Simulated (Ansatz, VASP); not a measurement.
**Pd: VASP beside Ansatz**

The input INCAR:

```
SYSTEM = Pd
  PREC = Accurate
  ENCUT = 520
  EDIFF = 1E-7
  ISMEAR = -1
  SIGMA = 0.05
  LREAL = .FALSE.
  LASPH = .TRUE.
  NELM = 150
  ALGO = Normal
  ISIF = 2
  LWAVE = .FALSE.
  LCHARG = .FALSE.
  ISPIN = 2
  MAGMOM = 0.5 -0.5
  LORBIT = 11
  LMAXMIX = 4
  GGA = PS
  NBANDS = 21
```

Contents of KPOINTS:

```
Automatic mesh
0
G
  15 15 8
  0 0 0
```

The input POSCAR:

```
Pd
1.0
    2.7530502790      0.0000000000      0.0000000000
   -1.3765251395      2.3842114795      0.0000000000
    0.0000000000      0.0000000000      4.6329007899
Pd
2
Direct
    0.3333333333      0.6666666667      0.2500000000
    0.6666666667      0.3333333333      0.7500000000
```

Input for Ansatz:

```yaml
crystal:
  lattice:
    - [2.753050279, 0.0, 0.0]
    - [-1.3765251395, 2.3842114795, 0.0]
    - [0.0, 0.0, 4.6329007899]
  atoms:
    - { symbol: Pd, position: [0.3333333333, 0.6666666667, 0.25], spin: 0.5 }
    - { symbol: Pd, position: [0.6666666667, 0.3333333333, 0.75], spin: -0.5 }
hamiltonian:
  xc: pbesol
  pseudopotentials:
    kind: paw
    azcp:
      Pd: "pseudopotentials/Pd.paw.azcp"
basis:
  ecutwfc: 420
  fft_grid_basis: typed
kpoints:
  mp_grid: { grid: [15, 15, 8], shift: [0, 0, 0] }
magnetization:
  spin_polarized: true
scf:
  occupations: { method: fermi_dirac, width: 0.05 }
  lower_state_search: "off"
output:
  stress: true
```

Alike in both runs: task single point; functional PBEsol; k mesh 15 × 15 × 8; occupations fermi-dirac, width 0.05 eV; collinear spin.

```csv
,VASP,Ansatz
version,VASP 6.6.1,Ansatz 0.2.0
potentials or method,"VASP PAW PBE potentials, release 64 (Pd), cutoff 520 eV","plane waves (420 eV) with PAW, scalar-relativistic"
valence electrons in the cell,20,36
```

|  | VASP | Ansatz | Ansatz less VASP |
| --- | --- | --- | --- |
| pressure (GPa) | -7.4 | -7.1 | +0.28 |
| traceless stress, the component that is largest in VASP (GPa) | -0.28 | -0.22 | +0.053 |
| net moment per atom (μB) | 0.00 | 0.00 | 0.000 |

VASP's potentials were made for PBE, not for PBEsol, and Ansatz warns of the same on its side. With one functional, cell and mesh, what is left measures potentials, basis and numerics. VASP's potentials hold 20 valence electrons a cell and Ansatz's 36, so a difference there can come from the potentials and not from the codes. Ansatz's warnings: seeded moment not kept.
